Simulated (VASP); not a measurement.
Wanted: the native input for a VASP 6.6.1 run.

* Task: single point
* Functional: PBE
* Potentials or basis: VASP PAW PBE potentials, release 64 (Ti_sv, Te, Se)
* Cutoff: 520 eV
* k mesh: 3 × 3 × 3
* Occupations: gaussian, width 0.1 eV
* Spin: collinear spin, ferromagnetic start
* Starting moments: [1.0, 0.0, 0.0, 0.0, 0.0] μB
* Dipole correction: no
* Further INCAR settings: ALGO = Normal; EDIFF = 1e-06; NBANDS = 30

The structure of TiTe3Se lies in POSCAR:

```
TiTe3Se
1.0
    3.2933822787      1.9014351451      3.8902273017
   -3.2933822787      1.9014351451      3.8902273017
    0.0000000000     -3.8028702903      3.8902273017
Ti Te Se
1 3 1
Direct
    0.0000000000      0.0000000000      0.0000000000
    0.0000000000      0.0000000000      0.5000000000
    0.5000000000      0.0000000000      0.0000000000
    0.0000000000      0.5000000000      0.0000000000
    0.5000000000      0.5000000000      0.5000000000
```

One way to write it, as run:

INCAR

```
SYSTEM = TiTe3Se
PREC = Accurate ; ENCUT = 520
EDIFF = 1E-6 ; ISMEAR = 0
SIGMA = 0.1 ; LREAL = .False.
LASPH = .True. ; NELM = 150
ALGO = Normal ; ISIF = 2
LWAVE = .False. ; LCHARG = .False.
ISPIN = 2 ; MAGMOM = 1 0 0 0 0
LORBIT = 11 ; LMAXMIX = 4
GGA = PE ; NBANDS = 30
```

KPOINTS

```
Automatic mesh
0
Gamma
  3 3 3
  0 0 0
```

Potentials or basis: VASP PAW PBE potentials, release 64 (Ti_sv, Te, Se).

Run with:

```console
$ cat potpaw_PBE.64/Ti_sv/POTCAR potpaw_PBE.64/Te/POTCAR potpaw_PBE.64/Se/POTCAR > POTCAR
$ mpirun -np 1 vasp_std > vasp.out
```

It gave:

```yaml
Pressure: 0.0 GPa
Band_gap_on_the_k_mesh: zero (filled and empty bands overlap)
Net_moment: 0.00 μB per cell
Valence_electrons_inside_the_program's_atomic_spheres: Ti 10.22; Te 3.33; Se 3.67
```

Caveat: the k points lie up to 0.41 Å⁻¹ apart; spin-orbit coupling is left out, which moves the levels of the heavy elements.

Run time: 38 s on 1 thread of Intel(R) Xeon(R) 6975P-C (Granite Rapids), with other jobs on the host, peak memory 0.3 GiB.
